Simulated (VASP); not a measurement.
A run of VASP 6.6.1 is set up as follows.

The input INCAR:

```
SYSTEM = KI
PREC     = Accurate       ! precision mode
ENCUT    = 520            ! plane-wave cutoff, eV
EDIFF    = 1E-8           ! SCF threshold, eV
ISMEAR   = -1             ! smearing method
SIGMA    = 0.01           ! smearing width, eV
LREAL    = .False.        ! projectors in reciprocal space
LASPH    = .True.         ! aspherical terms in the spheres
NELM     = 80             ! most SCF steps
ALGO     = Normal         ! electronic algorithm
ISIF     = 2              ! what is computed and relaxed
LWAVE    = .False.        ! write WAVECAR
LCHARG   = .False.        ! write CHGCAR
GGA      = PS             ! functional
LEFG     = .True.       
NBANDS   = 15             ! bands
```

File KPOINTS:

```
Automatic mesh
0
Gamma
  8 8 8
  0 0 0
```

The input POSCAR:

```
KI
1.0
    0.0000000000      3.5245500000      3.5597955000
    3.5245500000      0.0000000000      3.5597955000
    3.5245500000      3.5245500000      0.0000000000
K I
1 1
Direct
    0.0000000000      0.0000000000      0.0000000000
    0.5000000000      0.5000000000      0.5000000000
```

Potentials or basis: VASP PAW PBE potentials, release 64 (K_sv, I).

The run is started by

```sh
$ cat potpaw_PBE.64/K_sv/POTCAR potpaw_PBE.64/I/POTCAR > POTCAR
$ mpirun -np 1 vasp_std > vasp.out
```

(1) Estimate the band gap on the k mesh.

(2) Predict the pressure.

Answers

(1) 3.81 eV, direct.

(2) -0.3 GPa.

Caveat: the cell differs from its parent crystal (zz strain of +1 %); without QUAD_EFG the Cq values of the log hold for a quadrupole moment of 1 mb, not for the nuclei; the PAW data sets were made with another functional, which shifts forces and pressure a little; spin-orbit coupling is left out, which moves the levels of the heavy elements.
